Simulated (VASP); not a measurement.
Mo, 2 atoms in the cell. It takes space group Im-3m (No. 229, cubic). Conventional cell: a = 3.131 Å, b = 3.131 Å, c = 3.131 Å, α = 90.00°, β = 90.00°, γ = 90.00°. Within 3.6 Å of Mo (site symmetry m-3m) lie 14 Mo at 2.71 to 3.13 Å. 

- Program: VASP 6.6.1
- Task: single point
- Functional: PBEsol
- Potentials or basis: VASP PAW PBE potentials, release 64 (Mo_sv)
- Cutoff: 520 eV
- k mesh: 7 × 7 × 7
- Occupations: fermi-dirac, width 0.1 eV
- Spin: no spin polarisation
- Dipole correction: no
- Further INCAR settings: ALGO = Normal; EDIFF = 1e-06; NBANDS = 21

Potentials or basis: VASP PAW PBE potentials, release 64 (Mo_sv).

Command:

```console
$ cat potpaw_PBE.64/Mo_sv/POTCAR > POTCAR
$ mpirun -np 1 vasp_std > vasp.out
```

Hardware: 1 thread of Intel(R) Xeon(R) Platinum 8259CL CPU @ 2.50GHz (Skylake/Cascade Lake), on a shared host.

Problem. Estimate the wall time of this run.

Solution. It took 9 s on 1 thread of Intel(R) Xeon(R) Platinum 8259CL CPU @ 2.50GHz (Skylake/Cascade Lake) (shared host), peak memory 0.14 GiB. Counts: scf iterations 11, k points 20.
